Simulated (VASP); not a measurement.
Crystal: CsBa3.

```
Cs Ba
1.0
     6.60437    0.00000    0.00000
     0.00000    6.60437    0.00000
     0.00000    0.00000    6.60437
Cs Ba
1 3
Direct
  0.00000 0.00000 0.00000
  0.00000 0.50000 0.50000
  0.50000 0.00000 0.50000
  0.50000 0.50000 0.00000
```

Base run:

| Quantity | Value |
| --- | --- |
| Program | VASP 6.6.1 |
| Functional | PBE |
| Potentials or basis | VASP PAW PBE potentials, release 64 (Cs_sv, Ba_sv) |
| Cutoff | 500 eV |
| k mesh | 4 × 4 × 4 |
| Occupations | fermi-dirac, width 0.15 eV |
| Spin | no spin polarisation |

Its results: band gap on the k mesh zero (an odd number of electrons rules out a gap without spin polarisation); pressure 0.0 GPa.

Task: The run is repeated on the same cell with these changes: functional from PBE to RPBE. What comes out?

Result: Band gap on the k mesh zero (an odd number of electrons rules out a gap without spin polarisation); pressure 0.6 GPa.

RPBE binds less tightly than PBE, so the same cell stands under more pressure.

Caveats: spin-orbit coupling is left out, which moves the levels of the heavy elements; the PAW data sets were made with another functional, which shifts forces and pressure a little (at least some runs).
